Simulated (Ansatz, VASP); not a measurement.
**One calculation of FeB17N18, two programs**

```xyz
36
Lattice="7.5049 0.0000 0.0000 -3.7525 6.4995 0.0000 0.0000 0.0000 7.3693" Properties=species:S:1:pos:R:3 pbc="T T T"
Fe    1.2508    0.7222    5.5270
B    -0.0330    2.9334    5.5270
B    -1.2285    5.0042    5.5270
B     3.8077    0.7284    5.5270
B     2.5346    2.9334    5.5270
B     1.2508    5.0551    5.5270
B     6.1988    0.7284    5.5270
B     5.0033    2.8886    5.5270
B     3.7302    5.0042    5.5270
B     0.0014    1.4435    1.8423
B    -1.2509    3.6108    1.8423
B    -2.5016    5.7789    1.8423
B     2.5003    1.4435    1.8423
B     1.2508    3.6099    1.8423
B    -0.0008    5.7778    1.8423
B     5.0033    1.4444    1.8423
B     3.7525    3.6108    1.8423
B     2.5025    5.7778    1.8423
N    -0.2035   -0.1175    5.5270
N    -1.2577    2.1705    5.5270
N    -2.5016    4.3250    5.5270
N     2.7052   -0.1175    5.5270
N     1.2508    2.4015    5.5270
N     0.0064    4.3367    5.5270
N     5.0033   -0.0074    5.5270
N     3.7594    2.1705    5.5270
N     2.4953    4.3367    5.5270
N    -0.0003   -0.0002    1.8423
N    -1.2506    2.1664    1.8423
N    -2.5016    4.3332    1.8423
N     2.5019   -0.0002    1.8423
N     1.2508    2.1668    1.8423
N    -0.0001    4.3329    1.8423
N     5.0033    0.0001    1.8423
N     3.7523    2.1664    1.8423
N     2.5017    4.3329    1.8423
```

Alike in both runs: functional PBE; k mesh 3 × 3 × 3; occupations fermi-dirac, width 0.01 eV; collinear spin.

Ansatz relaxed the structure, and its values are those at the end. VASP's run is a single point on that final structure, the one shown.

|  | VASP | Ansatz |
| --- | --- | --- |
| version | VASP 6.6.1 | Ansatz 0.2.0 |
| potentials or method | VASP PAW PBE potentials, release 64 (Fe_sv, B, N) | plane-wave PAW, scalar-relativistic |
| plane-wave cutoff (eV) | 520 | 420 |
| valence electrons in the cell | 157 | 157 |

Ansatz gave:

* pressure (GPa): 13.0
* rms of the force components (eV/Å): 0.002
* net moment per atom (μB): 0.08
* size of the moment on the site where the two differ most (μB): 2.01

Question: Which values does VASP return?

Answer: Pressure (GPa): 12.9; rms of the force components (eV/Å): 0.007; net moment per atom (μB): 0.08; size of the moment on the site where the two differ most (μB): 2.28.

Site moments also hang on the region over which each program counts them. The functional is the same, so the differences come from potentials, cutoffs and numerics. Ansatz's warnings: given moment on shells, stress scf threshold loose.
